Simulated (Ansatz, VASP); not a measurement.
**CdS3: VASP beside Ansatz**

File INCAR:

```
SYSTEM = CdS3
ALGO     = Normal         ! electronic algorithm
EDIFF    = 1E-7           ! SCF threshold, eV
EDIFFG   = -0.01          ! ionic threshold
ENCUT    = 500            ! plane-wave cutoff, eV
GGA      = PE             ! functional
GGA_COMPAT= .FALSE.      
IBRION   = 2              ! ionic algorithm
ISIF     = 3              ! what is computed and relaxed
ISMEAR   = 0              ! smearing method
LASPH    = .TRUE.         ! aspherical terms in the spheres
LCHARG   = .FALSE.        ! write CHGCAR
LREAL    = .FALSE.        ! projectors in reciprocal space
LWAVE    = .FALSE.        ! write WAVECAR
NELM     = 120            ! most SCF steps
NELMIN   = 4            
NSW      = 100            ! ionic steps
PREC     = Accurate       ! precision mode
SIGMA    = 0.1            ! smearing width, eV
```

KPOINTS

```
k-points
0
G
  12 12 12
  0 0 0
```

File POSCAR:

```
CdS3
1.0
    4.2079179831      0.0000000000      0.0000000000
    0.0000000000      4.2079179831      0.0000000000
    0.0000000000      0.0000000000      4.2079179831
Cd S
1 3
Direct
    0.0000000000      0.0000000000      0.0000000000
    0.0000000000      0.5000000000      0.5000000000
    0.5000000000      0.0000000000      0.5000000000
    0.5000000000      0.5000000000      0.0000000000
```

Input for Ansatz:

```yaml
crystal:
  lattice:
    - [4.2079179831, 0.0, 0.0]
    - [0.0, 4.2079179831, 0.0]
    - [0.0, 0.0, 4.2079179831]
  atoms:
    - { symbol: Cd, position: [0.0, 0.0, 0.0] }
    - { symbol: S, position: [0.0, 0.5, 0.5] }
    - { symbol: S, position: [0.5, 0.0, 0.5] }
    - { symbol: S, position: [0.5, 0.5, 0.0] }
basis:
  ecutwfc: 420
kpoints:
  mp_grid: { grid: [12, 12, 12] }
hamiltonian:
  xc: pbe
scf:
  occupations: { method: gaussian, width: 0.1 }
output:
  forces: true
  stress: true
  eigenvalues: true
  write_density: true
  write_potential: true
  elf: true
  volumetric_format: npy
relax:
  adjacent_minimum: "off"
  f_tol: 0.01
  max_steps: 80
  cell: { stress_tol: 0.05 }
```

Change from the starting cell: species swapped into the TlHg3 type (Pm-3m, No. 221).

Alike in both runs: task relaxation of cell and atoms; functional PBE; k mesh 12 × 12 × 12; occupations gaussian, width 0.1 eV; no spin polarisation.

```csv
,VASP,Ansatz
version,VASP 6.6.1,Ansatz 0.2.0
potentials or method,"VASP PAW PBE potentials, release 64 (Cd, S), cutoff 500 eV","scalar-relativistic, plane waves, PAW"
valence electrons in the cell,30,38
```

```tsv
	VASP	Ansatz	Ansatz less VASP
gap on the k mesh at the Fermi level, each at its own relaxed structure (eV)	none	none	-
relaxed volume (Å³/atom)	18.58	18.54	-0.046
relaxed cell length with the largest relative difference (Å)	4.205	4.201	-0.0034
```

A gap of «none» marks a metal or a gap that the smearing closes. VASP's potentials hold 30 valence electrons a cell and Ansatz's 38, so a difference there can come from the potentials and not from the codes.
